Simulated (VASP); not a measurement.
Si4PI:

```
Si P I
1.0
     0.00000    4.04854    4.04854
     4.04854    0.00000    4.04854
     4.04854    4.04854    0.00000
Si P I
4 1 1
Cartesian
  7.1100 7.1100 7.1100
  5.0356 5.0356 7.1100
  5.0356 7.1100 5.0356
  7.1100 5.0356 5.0356
  4.0485 4.0485 4.0485
  2.0243 2.0243 2.0243
```

The cell was generated, and may not be a known phase.

```yaml
Program: VASP 6.6.1
Task: relaxation of cell and atoms
Functional: PBE
Potentials_or_basis: VASP PAW PBE potentials, release 64 (Si, P, I)
Cutoff: 600 eV
k_mesh: 4 × 4 × 4
Occupations: gaussian, width 0.1 eV
Spin: no spin polarisation
```

At the start: pressure -7.9 GPa; volume 22.12 Å³/atom.

**Question.** Where does the relaxation end?

**Answer.** Over 6 steps the energy falls by 119.3 meV/atom and the volume is 18.08 Å³/atom (-18.3 %); space group F-43m (No. 216, to 0.1 Å) before and after.

The path:
```
step  energy change (eV)  largest force (eV/Å)  pressure (GPa)  volume (Å³)
   1              0.0000                0.1845           -7.89       132.72
   2             -0.6634                0.3744           -1.73       112.88
   3             -0.6849                0.4089           -0.03       109.50
   4             -0.6850                0.4135            0.21       109.06
   5             -0.7098                0.1844            0.24       108.74
   6             -0.7157                0.0093            0.33       108.49
```

Final structure:
```
CELL_PARAMETERS angstrom
0.00000 3.78548 3.78548
3.78548 0.00000 3.78548
3.78548 3.78548 0.00000
ATOMIC_POSITIONS crystal
Si 0.87446 0.87446 0.87446
Si 0.87446 0.87446 0.37662
Si 0.87446 0.37662 0.87446
Si 0.37662 0.87446 0.87446
P 0.50000 0.50000 0.50000
I 0.25000 0.25000 0.25000
```

Caveat: the volume moved by over 15 % at a fixed basis, so the end points are rough.
